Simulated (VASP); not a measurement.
**Ge: single point with PBEsol**

Crystal: Ge.

```
Ge
1.0
     3.99759    0.00000    0.00000
    -1.99879    3.46201    0.00000
     0.00000    0.00000    6.59938
Ge
4
Direct
  0.66667 0.33333 0.06290
  0.33333 0.66667 0.56290
  0.66667 0.33333 0.43710
  0.33333 0.66667 0.93710
```

```json
{
 "Program": "VASP 6.6.1",
 "Task": "single point",
 "Functional": "PBEsol",
 "Potentials or basis": "VASP PAW PBE potentials, release 64 (Ge_d)",
 "Cutoff": "520 eV",
 "k mesh": "6 × 6 × 3",
 "Occupations": "fermi-dirac, width 0.05 eV",
 "Spin": "no spin polarisation",
 "Dipole correction": "no",
 "Further INCAR settings": "ALGO = Normal; EDIFF = 1e-07; NBANDS = 36"
}
```

```json
{
 "Pressure": "0.0 GPa",
 "Largest force": "0.020 eV/Å",
 "Band gap on the k mesh": "0.16 eV, direct"
}
```

Forces in eV/Å, atoms in the order of the input:
```
Ge   0.000  0.000  0.020
Ge   0.000  0.000  0.020
Ge   0.000  0.000 -0.020
Ge   0.000  0.000 -0.020
```

Stress tensor (GPa, compression positive):
```
 0.21  0.00  0.00
 0.00  0.21  0.00
 0.00  0.00 -0.32
```

Levels at points of the mesh, in eV from the valence-band top:
```csv
k point,band 26,band 27,band 28,band 29,band 30,band 31
"(0.00, 0.00, 0.00)",-0.12,-0.10,0.00,0.16,0.16,2.28
"(0.50, 0.00, 0.00)",-3.04,-2.80,-1.41,0.50,1.64,3.53
```

Run time: 72 s on 1 thread of AMD EPYC 7R43 64-Core Processor (Zen 3), on a shared host, peak memory 0.17 GiB.

Caveat: the PAW data sets were made with another functional, which shifts forces and pressure a little. A k mesh can miss the band edges.
